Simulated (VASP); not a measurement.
A run of VASP 6.6.1:

INCAR

```
SYSTEM = Bi
PREC = Accurate ; ENCUT = 520
EDIFF = 1E-7 ; ISMEAR = 0
SIGMA = 0.1 ; LREAL = .False.
LASPH = .True. ; NELM = 80
ALGO = Normal ; ISIF = 2
LWAVE = .False. ; LCHARG = .False.
GGA = PE ; NBANDS = 38
```

KPOINTS

```
Automatic mesh
0
Gamma
  4 4 2
  0 0 0
```

POSCAR

```
Bi
1.0
    4.6584121839      0.0000000000      0.0000000000
    0.0000000000      4.5263885800      0.0000000000
   -0.3459734563      0.0000000000      6.5119480672
Bi
4
Direct
    0.7501123100      0.7500000000      0.7511196700
    0.2498876900      0.2500000000      0.2488803300
    0.7486250800      0.7500000000      0.2512666200
    0.2513749200      0.2500000000      0.7487333800
```

Potentials or basis: VASP PAW PBE potentials, release 64 (Bi_d).

Launch:

```console
$ cat potpaw_PBE.64/Bi_d/POTCAR > POTCAR
$ mpirun -np 1 vasp_std > vasp.out
```

Hardware: 1 thread of Intel Xeon 8259CL, with other jobs on the host.

Problem. Estimate the wall time of this run.

Solution. Wall time 2.3 min on 1 thread of Intel Xeon 8259CL, on a shared host, peak memory 0.26 GiB. Counts: scf iterations 14, k points 18.
